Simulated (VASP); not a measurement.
# AsPt (P4/mmm) in VASP: notebook

Runs on AsPt. Level: PBE. Tasks: single point, relaxation of cell and atoms.

Program: VASP 6.6.1. These are calculated values, not measurements. Logs are shortened: lines on timing, memory, paths and dates and some standing lists are left out, and cuts for length are marked.

## (1) The cell of the first run

The structure is tetragonal, space group P4/mmm (No. 123). The conventional cell has a = 3.389 Å, b = 3.389 Å, c = 3.775 Å, α = 90.00°, β = 90.00°, γ = 90.00°. As (site symmetry 4/mmm) has 8 Pt at 3.05 Å and 6 As at 3.39 to 3.78 Å within 4.0 Å. Pt (site symmetry 4/mmm) has 8 As at 3.05 Å and 6 Pt at 3.39 to 3.78 Å within 4.0 Å.

The cell was generated, and may not be a known phase.

## (2) Single point, PBE

Contents of INCAR:

```
SYSTEM = AsPt
PREC     = Accurate       ! precision mode
ENCUT    = 520            ! plane-wave cutoff, eV
EDIFF    = 1E-6           ! SCF threshold, eV
ISMEAR   = 0              ! smearing method
SIGMA    = 0.1            ! smearing width, eV
LREAL    = .FALSE.        ! projectors in reciprocal space
LASPH    = .TRUE.         ! aspherical terms in the spheres
NELM     = 100            ! most SCF steps
ALGO     = Normal         ! electronic algorithm
ISIF     = 2              ! what is computed and relaxed
LWAVE    = .FALSE.        ! write WAVECAR
LCHARG   = .FALSE.        ! write CHGCAR
GGA      = PE             ! functional
NBANDS   = 14             ! bands
```

Contents of KPOINTS:

```
Automatic mesh
0
G
  6 6 4
  0 0 0
```

Contents of POSCAR:

```
AsPt
1.0
    3.3888160700      0.0000000000      0.0000000000
    0.0000000000      3.3888160700      0.0000000000
    0.0000000000      0.0000000000      3.7754602300
As Pt
1 1
Direct
    0.0000000000      0.0000000000      0.0000000000
    0.5000000000      0.5000000000      0.5000000000
```

Potentials or basis: VASP PAW PBE potentials, release 64 (As, Pt).

On the command line:

```console
$ cat potpaw_PBE.64/As/POTCAR potpaw_PBE.64/Pt/POTCAR > POTCAR
$ mpirun -np 1 vasp_std > vasp.out
```

OUTCAR:

```text
SYSTEM = AsPt
   PREC = Accurate
   ENCUT = 520
   EDIFF = 1E-6
   ISMEAR = 0
   LREAL = .FALSE.
   LASPH = .TRUE.
   NELM = 100
   ISIF = 2
   GGA = PE

 ion  position               nearest neighbor table
   1  0.000  0.000  0.000-   2 3.05   2 3.05   2 3.05   2 3.05   2 3.05   2 3.05   2 3.05   2 3.05

   2  0.500  0.500  0.500-   1 3.05   1 3.05   1 3.05   1 3.05   1 3.05   1 3.05   1 3.05   1 3.05

  LATTYP: Found a simple tetragonal cell.
 ALAT       =     3.3888160700
 C/A-ratio  =     1.1140941709

  Lattice vectors:

 A1 = (   3.3888160700,   0.0000000000,   0.0000000000)
 A2 = (   0.0000000000,   3.3888160700,   0.0000000000)
 A3 = (   0.0000000000,   0.0000000000,   3.7754602300)

Analysis of symmetry for initial positions (statically):
=====================================================================
 Subroutine PRICEL returns:
 Original cell was already a primitive cell.

 Routine SETGRP: Setting up the symmetry group for a
 simple tetragonal supercell.

 Subroutine GETGRP returns: Found 16 space group operations
 (whereof 16 operations were pure point group operations)
 out of a pool of 16 trial point group operations.

The static configuration has the point symmetry D_4h.

Analysis of symmetry for dynamics (positions and initial velocities):
=====================================================================
 Subroutine PRICEL returns:
 Original cell was already a primitive cell.

 Routine SETGRP: Setting up the symmetry group for a
 simple tetragonal supercell.

 Subroutine GETGRP returns: Found 16 space group operations
 (whereof 16 operations were pure point group operations)
 out of a pool of 16 trial point group operations.

The dynamic configuration has the point symmetry D_4h.

 Subroutine INISYM returns: Found 16 space group operations
 (whereof 16 operations are pure point group operations),
 and found     1 'primitive' translations

----------------------------------------------------------------------------------------

                                     Primitive cell

  volume of cell :      43.3577

  direct lattice vectors                    reciprocal lattice vectors
     3.388816070  0.000000000  0.000000000     0.295088308  0.000000000  0.000000000
     0.000000000  3.388816070  0.000000000     0.000000000  0.295088308  0.000000000
     0.000000000  0.000000000  3.775460230     0.000000000  0.000000000  0.264868371

  length of vectors
     3.388816070  3.388816070  3.775460230     0.295088308  0.295088308  0.264868371

  position of ions in fractional coordinates (direct lattice)
     0.000000000  0.000000000  0.000000000
     0.500000000  0.500000000  0.500000000

  ion indices of the primitive-cell ions
   primitive index   ion index
                 1           1
                 2           2

----------------------------------------------------------------------------------------

 KPOINTS: Automatic mesh

Automatic generation of k-mesh.
 Grid dimensions read from file:
 generate k-points for:    6    6    4

 Generating k-lattice:

  Cartesian coordinates                     Fractional coordinates (reciprocal lattice)
     0.049181385  0.000000000  0.000000000     0.166666667  0.000000000  0.000000000
     0.000000000  0.049181385  0.000000000     0.000000000  0.166666667  0.000000000
     0.000000000  0.000000000  0.066217093     0.000000000  0.000000000  0.250000000

  Length of vectors
     0.049181385  0.049181385  0.066217093

  Shift w.r.t. Gamma in fractional coordinates (k-lattice)
     0.000000000  0.000000000  0.000000000

 Subroutine IBZKPT returns following result:
 ===========================================

 Found     30 irreducible k-points:

 Following reciprocal coordinates:
            Coordinates               Weight
  0.000000  0.000000  0.000000      1.000000
  0.166667  0.000000  0.000000      4.000000
  0.333333  0.000000  0.000000      4.000000
  0.500000  0.000000  0.000000      2.000000
  0.166667  0.166667  0.000000      4.000000
  0.333333  0.166667  0.000000      8.000000
[... 16 lines left out ...]
  0.333333  0.000000  0.500000      4.000000
  0.500000  0.000000  0.500000      2.000000
 [... further k-points ...]
   k-points           NKPTS =     30   k-points in BZ     NKDIM =     30   number of bands    NBANDS=     14
   number of dos      NEDOS =    301   number of ions     NIONS =      2
   total plane-waves  NPLWV =  21952
   dimension x,y,z NGX =    28 NGY =   28 NGZ =   28
   dimension x,y,z NGXF=    56 NGYF=   56 NGZF=   56
   ions per type =               1   1
   NGX,Y,Z   is equivalent  to a cutoff of  13.74, 13.74, 12.33 a.u.
   NGXF,Y,Z  is equivalent  to a cutoff of  27.47, 27.47, 24.66 a.u.
 SYSTEM =  AsPt
   PREC   = accura    normal or accurate (medium, high low for compatibility)
   ISTART =      0    job   : 0-new  1-cont  2-samecut
   ICHARG =      2    charge: 1-file 2-atom 10-const
   ISPIN  =      1    spin polarized calculation?
   LNONCOLLINEAR =      F non collinear calculations
   LSORBIT =      F    spin-orbit coupling
   LASPH  =      T    aspherical Exc in radial PAW
   ENCUT  =  520.0 eV  38.22 Ry    6.18 a.u.   6.30  6.30  7.02*2*pi/ulx,y,z
   NELM   =    100;   NELMIN=  2; NELMDL= -5     # of ELM steps
   EDIFF  = 0.1E-05   stopping-criterion for ELM
   LREAL  =      F    real-space projection
   EDIFFG = 0.1E-04   stopping-criterion for IOM
   NSW    =      0    number of steps for IOM
   IBRION =     -1    ionic relax: 0-MD 1-quasi-New 2-CG
   NFREE  =      0    steps in history (QN), initial steepest desc. (CG)
   ISIF   =      2    stress and relaxation
   ISYM   =      2    0-nonsym 1-usesym 2-fastsym
   POTIM  = 0.5000    time-step for ionic-motion
   TEBEG  =    0.0;   TEEND  =   0.0 temperature during run
   PSTRESS=    0.0 pullay stress
   NELECT =      15.0000    total number of electrons
   NUPDOWN=      -1.0000    fix difference up-down
   EMIN   =  10.00;   EMAX   =-10.00  energy-range for DOS
   EFERMI =   0.00;   METHOD = LEGACY
   ISMEAR =     0;   SIGMA  =   0.10  broadening in eV -4-tet -1-fermi 0-gaus
   EFERMI_NEDOS =   21; number of points for ismear=-14 and -15
   IALGO  =     38    algorithm
   IMIX   =      4    mixing-type and parameters
     AMIX     =   0.40;   BMIX     =  1.00
     AMIX_MAG =   1.60;   BMIX_MAG =  1.00
  volume/ion in A,a.u.               =      21.68       146.30
  Fermi-wavevector in a.u.,A,eV,Ry     =   1.149256  2.171778 17.970417  1.320788
  Thomas-Fermi vector in A             =   2.285926
   LORBIT       =      0    0 simple, 1 ext, 2 COOP (PROOUT), +10 PAW based schemes
   GGA     = PE    functional components
   LHFCALC =     F    Hartree Fock is set to
   AEXX    =    0.0000 exact exchange contribution
   IVDW    =     0    specifies the selected vdW correction
   LEPSILON=     F    determine dielectric tensor
   LRPA    =     F    only Hartree local field effects (RPA)
 non-spin polarized calculation
 Gauss-broadening in eV      SIGMA  =   0.10
  energy-cutoff  :      520.00
  volume of cell :       43.36
 maximum number of plane-waves:      1180
 NGX is ok and might be reduce to    28
   NGX = 13   NGY = 13   NGZ = 15

 number of electron      14.9999999 magnetization

 Free energy of the ion-electron system (eV)
  ---------------------------------------------------
  ext. energy  EPLUGINS =         0.00000000
  ---------------------------------------------------
  free energy    TOTEN  =        -9.92829775 eV

  energy without entropy =       -9.91839260  energy(sigma->0) =       -9.92334518

 E-fermi :   5.4799     XC(G=0): -10.7917

 val. band max:        5.3960217663   @ k =   0.3333   0.1667   0.2500
 cond. band min:       5.5079179575   @ k =   0.1667   0.0000   0.2500
 fundamental gap:      0.1118961911
 Fermi energy:         5.4799394782

 k-point     1 :       0.0000    0.0000    0.0000
  band No.  band energies     occupation
      1      -6.6779      2.00000
      2       2.4552      2.00000
      3       2.4820      2.00000
      4       3.9509      2.00000
      5       3.9509      2.00000
      6       4.1976      2.00000
      7       4.6485      2.00000
      8       5.7111      0.00108
      9       6.2604      0.00000
     10       6.2604      0.00000
     11      13.8290      0.00000
     12      13.8983      0.00000
     13      18.3500      0.00000
     14      19.3243      0.00000

 k-point     2 :       0.1667    0.0000    0.0000
  band No.  band energies     occupation
      1      -6.3952      2.00000
      2       2.2434      2.00000
      3       2.5977      2.00000
      4       3.1884      2.00000
      5       3.8116      2.00000
      6       3.9778      2.00000
      7       4.0241      2.00000
      8       5.6988      0.00197
      9       6.8603      0.00000
     10       7.7072      0.00000
     11      13.6072      0.00000
     12      15.1374      0.00000
     13      16.3149      0.00000
     14      17.6336      0.00000

 k-point     3 :       0.3333    0.0000    0.0000
  band No.  band energies     occupation
      1      -5.6755      2.00000
      2       0.4708      2.00000
      3       2.5217      2.00000
      4       2.7551      2.00000
      5       3.2919      2.00000
      6       4.0325      2.00000
      7       4.4241      2.00000
      8       7.1843      0.00000
      9       7.9510      0.00000
     10       8.7457      0.00000
     11      12.7976      0.00000
     12      13.5844      0.00000
     13      13.6553      0.00000
     14      15.6362      0.00000
[... 324 lines left out ...]
 k-point    23 :       0.3333    0.0000    0.5000
  band No.  band energies     occupation
      1      -5.1091      2.00000
      2       0.8137      2.00000
      3       2.1137      2.00000
      4       2.9597      2.00000
      5       3.5066      2.00000
      6       3.7112      2.00000
      7       4.3623      2.00000
      8       4.7193      2.00000
      9       7.1662      0.00000
     10       7.8913      0.00000
     11      13.6521      0.00000
     12      15.2799      0.00000
     13      16.7923      0.00000
     14      16.9741      0.00000

 k-point    24 :       0.5000    0.0000    0.5000
  band No.  band energies     occupation
      1      -4.8720      2.00000
      2       1.6792      2.00000
      3       2.2614      2.00000
      4       2.2862      2.00000
      5       3.5566      2.00000
      6       3.7017      2.00000
      7       4.1689      2.00000
      8       4.4462      2.00000
      9       6.0475      0.00000
     10       7.6538      0.00000
     11      14.9207      0.00000
     12      15.4151      0.00000
     13      15.5960      0.00000
     14      18.7982      0.00000

 [... further k-points ...]
[... 5 lines left out ...]
  --------------------------------------------------------------------------------------
  -------------------------------------------------------------------------------------
  Total       -5.5949242     -5.5949242     -6.0381870      0.0000000      0.0000000      0.0000000
  in kB     -206.7468475   -206.7468475   -223.1265480      0.0000000      0.0000000      0.0000000
  external PRESSURE =    -212.2067477 kB  Pullay stress =       0.0000000 kB

 VOLUME and BASIS-vectors are now :
 -----------------------------------------------------------------------------
  energy-cutoff  :      520.00
  volume of cell :       43.36
      direct lattice vectors                 reciprocal lattice vectors
     3.388816070  0.000000000  0.000000000     0.295088308  0.000000000  0.000000000
     0.000000000  3.388816070  0.000000000     0.000000000  0.295088308  0.000000000
     0.000000000  0.000000000  3.775460230     0.000000000  0.000000000  0.264868371

 POSITION                                       TOTAL-FORCE (eV/Angst)
 -----------------------------------------------------------------------------------
      0.00000      0.00000      0.00000         0.000000      0.000000      0.000000
      1.69441      1.69441      1.88773         0.000000      0.000000      0.000000
 -----------------------------------------------------------------------------------
    total drift:                                0.000000      0.000000      0.000000

  FREE ENERGIE OF THE ION-ELECTRON SYSTEM (eV)
  ---------------------------------------------------
  free  energy   TOTEN  =        -9.9282977505 eV

  energy  without entropy=       -9.9183926023  energy(sigma->0) =       -9.92334518
```

It took 26 s on 1 thread of Intel Xeon Platinum 8259CL at 2.50GHz (Skylake/Cascade Lake), shared host; peak memory 0.16 GiB.

What came out:

```yaml
Free_energy: -9.9283 eV
Pressure: -21.2 GPa
Band_gap_on_the_k_mesh: zero (an odd number of electrons rules out a gap without spin polarisation)
```

Levels at points of the mesh, in eV from the Fermi level:
```tsv
k point	band 3	band 4	band 5	band 6	band 7	band 8	band 9	band 10	band 11	band 12
(0.00, 0.00, 0.00)	-3.00	-1.53	-1.53	-1.28	-0.83	0.23	0.78	0.78	8.35	8.42
(0.50, 0.00, 0.00)	-3.19	-2.64	-2.39	-1.42	-0.47	2.64	3.09	4.35	5.42	6.72
(0.50, 0.50, 0.00)	-3.32	-2.75	-2.25	-2.25	-1.70	-0.63	1.21	1.33	8.26	8.26
(0.00, 0.00, 0.50)	-2.85	-2.45	-2.45	-1.27	-1.24	3.00	3.00	5.41	6.21	7.27
(0.50, 0.00, 0.50)	-3.22	-3.19	-1.92	-1.78	-1.31	-1.03	0.57	2.17	9.44	9.94
(0.50, 0.50, 0.50)	-4.61	-4.47	-0.99	-0.61	1.56	1.56	2.28	2.82	2.82	2.83
```

Caveat: the k points lie up to 0.42 Å⁻¹ apart, too coarse for converged energies and pressures of a metal; spin-orbit coupling is left out, which moves the levels of the heavy elements; an odd number of electrons without spin polarisation forces a metal; a magnetic or distorted state may lie lower.

## (3) Relaxation of cell and atoms, PBE

Contents of INCAR:

```
ALGO = Normal
EDIFF = 1E-6
EDIFFG = -0.04
ENCUT = 600
GGA = PE
IBRION = 2
ISIF = 3
ISMEAR = 0
LASPH = True
LCHARG = False
LREAL = False
LWAVE = False
NELM = 100
NSW = 90
PREC = Accurate
SIGMA = 0.1
```

Contents of KPOINTS:

```
k-points
0
Gamma
  6 6 4
```

POSCAR is that of step 2.

Potentials or basis: VASP PAW PBE potentials, release 64 (As, Pt).

On the command line:

```console
$ cat potpaw_PBE.64/As/POTCAR potpaw_PBE.64/Pt/POTCAR > POTCAR
$ mpirun -np 1 vasp_std > vasp.out
```

It took 2.1 min on 1 thread of Intel Xeon Platinum 8259CL at 2.50GHz (Skylake/Cascade Lake), shared host; peak memory 0.18 GiB.

Results (log left out):

```
Free energy                           : -10.7934 eV
Relaxed volume                        : 16.72 Å³/atom
Relaxed cell                          : a = 3.138 Å, b = 3.138 Å, c = 3.395 Å, α = 90.00°, β = 90.00°, γ = 90.00°
Space group after relaxing (to 0.1 Å) : P4/mmm (No. 123)
Energy gained by relaxing             : 432.6 meV/atom
Ionic steps                           : 9
Pressure after relaxing               : 0.0 GPa
Band gap on the k mesh                : zero (an odd number of electrons rules out a gap without spin polarisation)
```

Stress tensor (GPa, compression positive):
```
 0.00  0.00  0.00
 0.00  0.00  0.00
 0.00  0.00 -0.11
```

The path:
```tsv
step	energy change (eV)	largest force (eV/Å)	pressure (GPa)	volume (Å³)
1	0.0000	0.0000	-21.19	43.36
2	-0.1763	0.0000	46.05	27.74
3	-0.8619	0.0000	-1.33	33.70
4	-0.8631	0.0000	-0.33	33.48
5	-0.8630	0.0000	0.54	33.30
6	-0.8637	0.0000	-0.62	33.55
7	-0.8637	0.0000	-0.46	33.51
8	-0.8645	0.0000	-0.30	33.49
9	-0.8652	0.0000	-0.04	33.44
```

Final structure:
```yaml
crystal:
  lattice:
    - [3.13830, 0.00000, 0.00000]
    - [0.00000, 3.13830, 0.00000]
    - [0.00000, 0.00000, 3.39485]
  atoms:
    - { symbol: As, position: [0.00000, 0.00000, 0.00000] }
    - { symbol: Pt, position: [0.50000, 0.50000, 0.50000] }
```

Levels at points of the mesh, in eV from the Fermi level:
| k point | band 4 | band 5 | band 6 | band 7 | band 8 | band 9 | band 10 | band 11 |
| --- | --- | --- | --- | --- | --- | --- | --- | --- |
| (0.00, 0.00, 0.00) | -2.17 | -2.17 | -1.89 | -0.96 | 0.67 | 0.67 | 1.89 | 8.98 |
| (0.50, 0.00, 0.00) | -3.99 | -3.60 | -2.01 | -0.66 | 3.95 | 4.42 | 5.36 | 7.33 |
| (0.50, 0.50, 0.00) | -4.21 | -3.24 | -3.24 | -1.59 | -0.88 | 1.57 | 1.74 | 9.49 |
| (0.00, 0.00, 0.50) | -3.63 | -3.63 | -1.82 | -1.54 | 4.35 | 4.35 | 6.60 | 6.83 |
| (0.50, 0.00, 0.50) | -4.67 | -2.89 | -2.69 | -1.29 | -1.16 | 0.78 | 2.80 | 10.77 |
| (0.50, 0.50, 0.50) | -6.47 | -1.24 | -0.84 | 2.23 | 2.27 | 2.51 | 2.51 | 3.24 |

Caveat: the k points lie up to 0.46 Å⁻¹ apart in the final cell, too coarse for converged energies and pressures of a metal; the volume moved by over 15 % at a fixed basis, so the end points are rough; spin-orbit coupling is left out, which moves the levels of the heavy elements; an odd number of electrons without spin polarisation forces a metal; a magnetic or distorted state may lie lower.

The gap in the log of VASP goes by the Fermi energy; the results here count the filled bands.